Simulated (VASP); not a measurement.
# K2CF3 (C2/c) in VASP: single point with PBE

Aim: the single point of K2CF3 with PBE.

Program: VASP 6.6.1. These are calculated values, not measurements. Logs are shortened: lines on timing, memory, paths and dates and some standing lists are left out, and cuts for length are marked.

## Step 1: The cell of the first run

Symmetry: C2/c, No. 15, monoclinic system. The conventional cell has a = 5.815 Å, b = 10.166 Å, c = 7.192 Å, α = 90.00°, β = 96.80°, γ = 90.00°. Within 1.8 Å of F (site symmetry 2) lie 1 C at 1.33 Å. Within 1.7 Å of F (site symmetry 1) lie 1 C at 1.28 Å. K (site symmetry 2) has 10 F at 2.93 to 3.83 Å and 5 C at 3.36 to 3.60 Å and 4 K at 3.66 to 3.82 Å within 3.9 Å. Within 3.6 Å of K (site symmetry -1) lie 6 F at 2.73 to 2.86 Å and 2 K at 3.60 Å. C (site symmetry 2) has 3 F at 1.28 to 1.33 Å within 1.7 Å.

## Step 2: Single point, PBE

File INCAR:

```
SYSTEM = K2CF3
PREC = Accurate ; ENCUT = 520
EDIFF = 1E-6 ; ISMEAR = -1
SIGMA = 0.1 ; LREAL = .FALSE.
LASPH = .TRUE. ; NELM = 60
ALGO = Normal ; ISIF = 2
LWAVE = .FALSE. ; LCHARG = .TRUE.
GGA = PE ; LELF = .TRUE.
LVHAR = .TRUE. ; NBANDS = 55
```

File KPOINTS:

```
regular mesh
0
G
  5 5 4
  0 0 0
```

File POSCAR:

```
K2CF3
1.0
    5.8154670000      0.0000000000      0.0000000000
    2.9077330000     -5.0827690000      0.0000000000
    0.8515280000      0.0000000000     -7.1411160000
F K C
6 4 2
Direct
    0.2020000000      0.5960000000      0.2500000000
    0.7980000000      0.4040000000      0.7500000000
    0.5730000000      0.2100000000      0.2930000000
    0.2170000000      0.2100000000      0.2070000000
    0.4270000000      0.7900000000      0.7070000000
    0.7830000000      0.7900000000      0.7930000000
    0.3320000000      0.3360000000      0.7500000000
    0.6680000000      0.6640000000      0.2500000000
    0.0000000000      0.0000000000      0.5000000000
    0.0000000000      0.0000000000      0.0000000000
    0.3330000000      0.3340000000      0.2500000000
    0.6670000000      0.6660000000      0.7500000000
```

Potentials or basis: VASP PAW PBE potentials, release 64 (F, K_sv, C).

The run is started by

```
$ cat potpaw_PBE.64/F/POTCAR potpaw_PBE.64/K_sv/POTCAR potpaw_PBE.64/C/POTCAR > POTCAR
$ mpirun -np 1 vasp_std > vasp.out
```

OUTCAR:

```text
SYSTEM = K2CF3
   PREC = Accurate
   ENCUT = 520
   EDIFF = 1E-6
   ISMEAR = -1
   LREAL = .FALSE.
   LASPH = .TRUE.
   NELM = 60
   ISIF = 2
   GGA = PE

 ion  position               nearest neighbor table
   1  0.202  0.596  0.250-  11 1.33   9 2.73  10 2.73
   2  0.798  0.404  0.750-  12 1.33   9 2.73  10 2.73
   3  0.573  0.210  0.293-  11 1.28   9 2.74  10 2.86
   4  0.217  0.210  0.207-  11 1.28  10 2.74   9 2.86
   5  0.427  0.790  0.707-  12 1.28   9 2.74  10 2.86
   6  0.783  0.790  0.793-  12 1.28  10 2.74   9 2.86
   7  0.332  0.336  0.750-  10 3.66   9 3.66
   8  0.668  0.664  0.250-  10 3.66   9 3.66
   9  0.000  0.000  0.500-   1 2.73   2 2.73   3 2.74   5 2.74   4 2.86   6 2.86  10 3.60  10 3.60
                             8 3.66   7 3.66
  10  0.000  0.000  0.000-   1 2.73   2 2.73   4 2.74   6 2.74   5 2.86   3 2.86   9 3.60   9 3.60
                             7 3.66   8 3.66
  11  0.333  0.334  0.250-   4 1.28   3 1.28   1 1.33
  12  0.667  0.666  0.750-   6 1.28   5 1.28   2 1.33

  LATTYP: Found a base centered monoclinic cell.
 ALAT       =     5.8154670000
 B/A-ratio  =     1.7480174851
 C/A-ratio  =     1.2366515315
 COS(beta)  =    -0.1184041700

  Lattice vectors:

 A1 = (  -2.9077340000,  -5.0827690000,   0.0000000000)
 A2 = (  -2.9077330000,   5.0827690000,   0.0000000000)
 A3 = (   0.8515280000,   0.0000000000,  -7.1411160000)

Analysis of symmetry for initial positions (statically):
=====================================================================
 Subroutine PRICEL returns:
 Original cell was already a primitive cell.

 Routine SETGRP: Setting up the symmetry group for a
 base centered monoclinic supercell.

 Subroutine GETGRP returns: Found  4 space group operations
 (whereof  2 operations were pure point group operations)
 out of a pool of  4 trial point group operations.

The static configuration has the point symmetry S_2 .
 The point group associated with its full space group is C_2h.

Analysis of symmetry for dynamics (positions and initial velocities):
=====================================================================
 Subroutine PRICEL returns:
 Original cell was already a primitive cell.

 Routine SETGRP: Setting up the symmetry group for a
 base centered monoclinic supercell.

 Subroutine GETGRP returns: Found  4 space group operations
 (whereof  2 operations were pure point group operations)
 out of a pool of  4 trial point group operations.

The dynamic configuration has the point symmetry S_2 .
 The point group associated with its full space group is C_2h.

 Subroutine INISYM returns: Found  4 space group operations
 (whereof  2 operations are pure point group operations),
 and found     1 'primitive' translations

----------------------------------------------------------------------------------------

                                     Primitive cell

  volume of cell :     211.0819

  direct lattice vectors                    reciprocal lattice vectors
     5.815467000  0.000000000  0.000000000     0.171955236  0.098371560  0.020504456
     2.907733000 -5.082769000  0.000000000     0.000000000 -0.196743153  0.000000000
     0.851528000  0.000000000 -7.141116000     0.000000000  0.000000000 -0.140034135

  length of vectors
     5.815467000  5.855719589  7.191706172     0.199163249  0.196743153  0.140034135

  position of ions in fractional coordinates (direct lattice)
     0.202000000  0.596000000  0.250000000
     0.798000000  0.404000000  0.750000000
     0.573000000  0.210000000  0.293000000
     0.217000000  0.210000000  0.207000000
     0.427000000  0.790000000  0.707000000
     0.783000000  0.790000000  0.793000000
     0.332000000  0.336000000  0.750000000
     0.668000000  0.664000000  0.250000000
     0.000000000  0.000000000  0.500000000
     0.000000000  0.000000000  0.000000000
     0.333000000  0.334000000  0.250000000
     0.667000000  0.666000000  0.750000000

  ion indices of the primitive-cell ions
   primitive index   ion index
                 1           1
                 2           2
                 3           3
                 4           4
                 5           5
                 6           6
                 7           7
                 8           8
                 9           9
                10          10
                11          11
                12          12

----------------------------------------------------------------------------------------

 KPOINTS: regular mesh

Automatic generation of k-mesh.
 Grid dimensions read from file:
 generate k-points for:    5    5    4

 Generating k-lattice:

  Cartesian coordinates                     Fractional coordinates (reciprocal lattice)
     0.034391047  0.019674312  0.004100891     0.200000000  0.000000000 -0.000000000
     0.000000000 -0.039348631  0.000000000     0.000000000  0.200000000  0.000000000
     0.000000000  0.000000000 -0.035008534     0.000000000  0.000000000  0.250000000

  Length of vectors
     0.039832650  0.039348631  0.035008534

  Shift w.r.t. Gamma in fractional coordinates (k-lattice)
     0.000000000  0.000000000  0.000000000

 Subroutine IBZKPT returns following result:
 ===========================================

 Found     33 irreducible k-points:

 Following reciprocal coordinates:
            Coordinates               Weight
  0.000000  0.000000  0.000000      1.000000
  0.200000 -0.000000 -0.000000      4.000000
  0.400000  0.000000 -0.000000      4.000000
  0.000000  0.200000  0.000000      2.000000
  0.400000  0.200000 -0.000000      2.000000
 -0.400000  0.200000  0.000000      4.000000
[... 16 lines left out ...]
  0.400000 -0.400000  0.250000      4.000000
 -0.400000 -0.200000  0.250000      2.000000
 [... further k-points ...]
   k-points           NKPTS =     33   k-points in BZ     NKDIM =     33   number of bands    NBANDS=     55
   number of dos      NEDOS =    301   number of ions     NIONS =     12
   total plane-waves  NPLWV = 124416
   dimension x,y,z NGX =    48 NGY =   48 NGZ =   54
   dimension x,y,z NGXF=    96 NGYF=   96 NGZF=  108
   ions per type =               6   4   2
   NGX,Y,Z   is equivalent  to a cutoff of  13.72, 13.63, 12.48 a.u.
   NGXF,Y,Z  is equivalent  to a cutoff of  27.44, 27.25, 24.97 a.u.
 SYSTEM =  K2CF3
   PREC   = accura    normal or accurate (medium, high low for compatibility)
   ISTART =      0    job   : 0-new  1-cont  2-samecut
   ICHARG =      2    charge: 1-file 2-atom 10-const
   ISPIN  =      1    spin polarized calculation?
   LNONCOLLINEAR =      F non collinear calculations
   LSORBIT =      F    spin-orbit coupling
   LASPH  =      T    aspherical Exc in radial PAW
   ENCUT  =  520.0 eV  38.22 Ry    6.18 a.u.  10.81 10.89 13.37*2*pi/ulx,y,z
   NELM   =     60;   NELMIN=  2; NELMDL= -5     # of ELM steps
   EDIFF  = 0.1E-05   stopping-criterion for ELM
   LREAL  =      F    real-space projection
   EDIFFG = 0.1E-04   stopping-criterion for IOM
   NSW    =      0    number of steps for IOM
   IBRION =     -1    ionic relax: 0-MD 1-quasi-New 2-CG
   NFREE  =      0    steps in history (QN), initial steepest desc. (CG)
   ISIF   =      2    stress and relaxation
   ISYM   =      2    0-nonsym 1-usesym 2-fastsym
   POTIM  = 0.5000    time-step for ionic-motion
   TEBEG  =    0.0;   TEEND  =   0.0 temperature during run
   PSTRESS=    0.0 pullay stress
   NELECT =      86.0000    total number of electrons
   NUPDOWN=      -1.0000    fix difference up-down
   EMIN   =  10.00;   EMAX   =-10.00  energy-range for DOS
   EFERMI =   0.00;   METHOD = LEGACY
   ISMEAR =    -1;   SIGMA  =   0.10  broadening in eV -4-tet -1-fermi 0-gaus
   EFERMI_NEDOS =   21; number of points for ismear=-14 and -15
   IALGO  =     38    algorithm
   IMIX   =      4    mixing-type and parameters
     AMIX     =   0.40;   BMIX     =  1.00
     AMIX_MAG =   1.60;   BMIX_MAG =  1.00
  volume/ion in A,a.u.               =      17.59       118.70
  Fermi-wavevector in a.u.,A,eV,Ry     =   1.213642  2.293451 20.040390  1.472927
  Thomas-Fermi vector in A             =   2.349088
   LORBIT       =      0    0 simple, 1 ext, 2 COOP (PROOUT), +10 PAW based schemes
   GGA     = PE    functional components
   LHFCALC =     F    Hartree Fock is set to
   AEXX    =    0.0000 exact exchange contribution
   IVDW    =     0    specifies the selected vdW correction
   LEPSILON=     F    determine dielectric tensor
   LRPA    =     F    only Hartree local field effects (RPA)
 non-spin polarized calculation
  energy-cutoff  :      520.00
  volume of cell :      211.08
 maximum number of plane-waves:      5705
 NGX is ok and might be reduce to    48
   NGX = 21   NGY = 21   NGZ = 27

 number of electron      85.9999989 magnetization

 Free energy of the ion-electron system (eV)
  ---------------------------------------------------
  ext. energy  EPLUGINS =         0.00000000
  ---------------------------------------------------
  free energy    TOTEN  =       -36.44012949 eV

  energy without entropy =      -36.26078994  energy(sigma->0) =      -36.35045971

 E-fermi :   4.2905     XC(G=0):  -8.5172

 val. band max:        4.2886593736   @ k =   0.2000  -0.4000   0.2500
 cond. band min:       4.3188548509   @ k =  -0.2000   0.4000   0.2500
 fundamental gap:      0.0301954772
 Fermi energy:         4.2905038632

 k-point     1 :       0.0000    0.0000    0.0000
  band No.  band energies     occupation
      1     -29.1813      2.00000
      2     -29.1186      2.00000
      3     -28.8285      2.00000
      4     -28.8268      2.00000
      5     -27.5294      2.00000
      6     -27.5081      2.00000
[... 47 lines left out ...]
     54       7.1418      0.00000
     55       7.2073      0.00000

 k-point     2 :       0.2000   -0.0000   -0.0000
  band No.  band energies     occupation
      1     -29.1772      2.00000
      2     -29.1186      2.00000
      3     -28.8275      2.00000
      4     -28.8247      2.00000
      5     -27.5312      2.00000
      6     -27.5170      2.00000
[... 47 lines left out ...]
     54       7.3636      0.00000
     55       8.0158      0.00000

 k-point     3 :       0.4000    0.0000   -0.0000
  band No.  band energies     occupation
      1     -29.1708      2.00000
      2     -29.1187      2.00000
      3     -28.8252      2.00000
      4     -28.8216      2.00000
      5     -27.5350      2.00000
      6     -27.5310      2.00000
[... 1152 lines left out ...]
 k-point    23 :       0.4000   -0.4000    0.2500
  band No.  band energies     occupation
      1     -29.1617      2.00000
      2     -29.1262      2.00000
      3     -28.8231      2.00000
      4     -28.8217      2.00000
      5     -27.5369      2.00000
      6     -27.5350      2.00000
[... 47 lines left out ...]
     54       7.5496      0.00000
     55       7.6607      0.00000

 k-point    24 :      -0.4000   -0.2000    0.2500
  band No.  band energies     occupation
      1     -29.1638      2.00000
      2     -29.1270      2.00000
      3     -28.8248      2.00000
      4     -28.8229      2.00000
      5     -27.5332      2.00000
      6     -27.5297      2.00000
[... 47 lines left out ...]
     54       7.3094      0.00000
     55       7.8781      0.00000

 [... further k-points ...]
[... 5 lines left out ...]
  --------------------------------------------------------------------------------------
  -------------------------------------------------------------------------------------
  Total       30.9942041     27.0161926     10.2683318      0.0000027      0.0000000     -6.2337516
  in kB      235.2556243    205.0612832     77.9398238      0.0000202      0.0000000    -47.3161085
  external PRESSURE =     172.7522438 kB  Pullay stress =       0.0000000 kB

 VOLUME and BASIS-vectors are now :
 -----------------------------------------------------------------------------
  energy-cutoff  :      520.00
  volume of cell :      211.08
      direct lattice vectors                 reciprocal lattice vectors
     5.815467000  0.000000000  0.000000000     0.171955236  0.098371560  0.020504456
     2.907733000 -5.082769000  0.000000000     0.000000000 -0.196743153  0.000000000
     0.851528000  0.000000000 -7.141116000     0.000000000  0.000000000 -0.140034135

 POSITION                                       TOTAL-FORCE (eV/Angst)
 -----------------------------------------------------------------------------------
      3.12062     -3.02933     -1.78528        -0.000000     -4.499465      0.000000
      6.45411     -2.05344     -5.35584         0.000000      4.499465      0.000000
      4.19238     -1.06738     -2.09235         5.737524      3.406873     -1.715861
      2.04885     -1.06738     -1.47821        -5.737523      3.406873      1.715861
      5.38234     -4.01539     -5.04877        -5.737524     -3.406873      1.715861
      7.52588     -4.01539     -5.66290         5.737523     -3.406873     -1.715861
      3.54638     -1.70781     -5.35584        -0.000000     -0.021572      0.000000
      6.02835     -3.37496     -1.78528         0.000000      0.021572      0.000000
      0.42576      0.00000     -3.57056        -0.000000      0.000000      0.000000
      0.00000      0.00000      0.00000        -0.000000      0.000000      0.000000
      3.12062     -1.69764     -1.78528        -0.000000     -2.312102      0.000000
      6.45411     -3.38512     -5.35584         0.000000      2.312102      0.000000
 -----------------------------------------------------------------------------------
    total drift:                                0.000000     -0.000000     -0.000000

  FREE ENERGIE OF THE ION-ELECTRON SYSTEM (eV)
  ---------------------------------------------------
  free  energy   TOTEN  =       -36.4401294903 eV

  energy  without entropy=      -36.2607899379  energy(sigma->0) =      -36.35045971
```

Run time: 6.2 min. Hardware: 1 thread of Intel Xeon Platinum 8375C at 2.90GHz (Ice Lake), shared host; peak memory 0.5 GiB.

Results:

- Free energy: -36.4401 eV
- Pressure: 17.3 GPa
- Largest force: 6.890 eV/Å
- Band gap on the k mesh: zero (band 43 reaches 4.57 eV, above the bottom of band 44 at 4.08 eV)

Forces in eV/Å, atoms in the order of the input:
```
F    0.000 -4.499  0.000
F    0.000  4.499  0.000
F    5.738  3.407 -1.716
F   -5.738  3.407  1.716
F   -5.738 -3.407  1.716
F    5.738 -3.407 -1.716
K    0.000 -0.022  0.000
K    0.000  0.022  0.000
K    0.000  0.000  0.000
K    0.000  0.000  0.000
C    0.000 -2.312  0.000
C    0.000  2.312  0.000
```

Caveat: forces of over 1 eV/Å act on the atoms, so gaps and moduli don't describe the material at rest.
